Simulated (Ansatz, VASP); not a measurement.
**Ca: VASP beside Ansatz**

```xyz
1
Lattice="-2.0524 2.0524 2.6682 2.0524 -2.0524 2.6682 2.0524 2.0524 -2.6682" Properties=species:S:1:pos:R:3 pbc="T T T"
Ca    0.0000    0.0000    0.0000
```

Alike in both runs: task single point; functional r2SCAN; k mesh 16 × 16 × 16; occupations gaussian, width 0.15 eV; no spin polarisation.

```csv
,VASP,Ansatz
version,VASP 6.6.1,Ansatz 0.2.0
potentials or method,"VASP PAW PBE potentials, release 64 (Ca_sv), cutoff 520 eV","scalar-relativistic, plane waves, PAW"
valence electrons in the cell,10,10
```

```tsv
	VASP	Ansatz	Ansatz less VASP
gap on the k mesh at the Fermi level (eV)	none	none	-
pressure (GPa)	-0.7	-0.7	-0.04
traceless stress, the component that is largest in VASP (GPa)	0.21	0.21	0.000
```

VASP's potentials were made for PBE, not for r2SCAN. A gap of «none» marks a metal or a gap that the smearing closes.
